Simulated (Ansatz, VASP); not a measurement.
# Two plane-wave programs on CdS3

```xyz
4
Lattice="4.2012 0.0000 0.0000 0.0000 4.2012 0.0000 0.0000 0.0000 4.2012" Properties=species:S:1:pos:R:3 pbc="T T T"
Cd    0.0000    0.0000    0.0000
S     0.0000    2.1006    2.1006
S     2.1006    0.0000    2.1006
S     2.1006    2.1006    0.0000
```

Change from the starting cell: species swapped into the TlHg3 type (Pm-3m, No. 221).

Alike in both runs: functional PBE; k mesh 12 × 12 × 12; occupations gaussian, width 0.1 eV; no spin polarisation.

Ansatz relaxed the structure, and its values are those at the end. VASP's run is a single point on that final structure, the one shown.

|  | VASP | Ansatz |
| --- | --- | --- |
| version | VASP 6.6.1 | Ansatz 0.2.0 |
| potentials or method | VASP PAW PBE potentials, release 64 (Cd, S), cutoff 500 eV | scalar-relativistic, plane waves, PAW |
| valence electrons in the cell | 30 | 38 |

|  | VASP | Ansatz | Ansatz less VASP |
| --- | --- | --- | --- |
| gap on the k mesh at the Fermi level (eV) | none | none | - |
| pressure (GPa) | 0.2 | 0.0 | -0.19 |

A gap of «none» marks a metal or a gap that the smearing closes. VASP's potentials hold 30 valence electrons a cell and Ansatz's 38, so a difference there can come from the potentials and not from the codes.
